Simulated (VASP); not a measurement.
Wanted: the native input for a VASP 6.6.1 run.

```
Task                   : single point
Functional             : r2SCAN
Potentials or basis    : VASP PAW PBE potentials, release 64 (Pt, Se)
Cutoff                 : 550 eV
k mesh                 : 12 × 12 × 6
Occupations            : fermi-dirac, width 0.02 eV
Spin                   : no spin polarisation
Dipole correction      : no
Further INCAR settings : ALGO = Normal; EDIFF = 1e-06; NBANDS = 18
```

The system is PtSe2.

```
Pt Se
1.0
     3.72865    0.00000    0.00000
    -1.86433    3.22911    0.00000
     0.00000    0.00000    5.38270
Pt Se
1 2
Direct
  0.00000 0.00000 0.00000
  0.33333 0.66667 0.24173
  0.66667 0.33333 0.75827
```

This cell differs from its parent crystal: uniaxial z strain +2.0%.

The input as run:

POSCAR

```
PtSe2
1.0
    3.7286503688      0.0000000000      0.0000000000
   -1.8643251844      3.2291059412      0.0000000000
    0.0000000000      0.0000000000      5.3826997075
Pt Se
1 2
Direct
    0.0000000000      0.0000000000      0.0000000000
    0.3333333333      0.6666666667      0.2417253643
    0.6666666667      0.3333333333      0.7582746357
```

INCAR.step1

```
ALGO = Normal
EDIFF = 1E-5
ENCUT = 550
GGA = PE
GGA_COMPAT = F
ISMEAR = -1
LASPH = T
LCHARG = F
LREAL = F
LWAVE = T
NBANDS = 18
NELM = 120
PREC = Accurate
SIGMA = 0.02
```

INCAR.step2

```
ALGO = Normal
EDIFF = 1E-6
ENCUT = 550
GGA_COMPAT = F
ISIF = 2
ISMEAR = -1
ISTART = 1
LASPH = T
LCHARG = F
LMIXTAU = T
LREAL = F
LWAVE = F
METAGGA = R2SCAN
NBANDS = 18
NELM = 120
PREC = Accurate
SIGMA = 0.02
```

KPOINTS

```
k-points
0
Gamma
  12 12 6
```

Potentials or basis: VASP PAW PBE potentials, release 64 (Pt, Se).

Run with:

```bash
$ cat potpaw_PBE.64/Pt/POTCAR potpaw_PBE.64/Se/POTCAR > POTCAR
$ cp INCAR.step1 INCAR
$ mpirun -np 1 vasp_std > vasp.out
$ cp INCAR.step2 INCAR
$ mpirun -np 1 vasp_std > vasp.out
```

It gave:

The pressure is 0.9 GPa. The largest force is 0.014 eV/Å. The band gap on the k mesh is 0.07 eV (least direct gap 0.71 eV).

Caveat: the cell differs from its parent crystal (uniaxial z strain +2.0%); the PAW data sets were made with another functional, which shifts forces and pressure a little; spin-orbit coupling is left out, which moves the levels of the heavy elements.

Run time: 12 min on 1 thread of Intel Xeon 8259CL, on a shared host, peak memory 0.29 GiB.
